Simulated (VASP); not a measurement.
Crystal: Se.

```
Se
1.0
     5.46490    0.00000    0.00000
     0.00000    5.46490    0.00000
     0.00000    0.00000    2.71234
Se
3
Direct
  0.00000 0.00000 0.00000
  0.00000 0.50000 0.00000
  0.50000 0.00000 0.00000
```

* Program: VASP 6.6.1
* Task: relaxation of cell and atoms
* Functional: PBE
* Potentials or basis: VASP PAW PBE potentials, release 64 (Se)
* Cutoff: 600 eV
* k mesh: 8 × 8 × 16
* Occupations: gaussian, width 0.1 eV
* Spin: no spin polarisation

At the start: pressure -0.5 GPa; volume 27.00 Å³/atom.

**Question.** Where does the relaxation end?

**Answer.** Over 4 steps the energy falls by 2.5 meV/atom and the volume is 26.86 Å³/atom (-0.5 %); space group P4/mmm (No. 123, to 0.05 Å).

Step by step:
```tsv
step	energy change (eV)	largest force (eV/Å)	pressure (GPa)	volume (Å³)
1	0.0000	0.0000	-0.55	81.00
2	-0.0021	0.0000	0.71	79.91
3	-0.0073	0.0000	0.10	80.41
4	-0.0074	0.0000	0.01	80.58
```

Final structure:
```
CELL_PARAMETERS angstrom
5.48013 0.00000 0.00000
0.00000 5.48013 0.00000
0.00000 0.00000 2.68329
ATOMIC_POSITIONS crystal
Se 0.00000 0.00000 0.00000
Se 0.00000 0.50000 0.00000
Se 0.50000 0.00000 0.00000
```
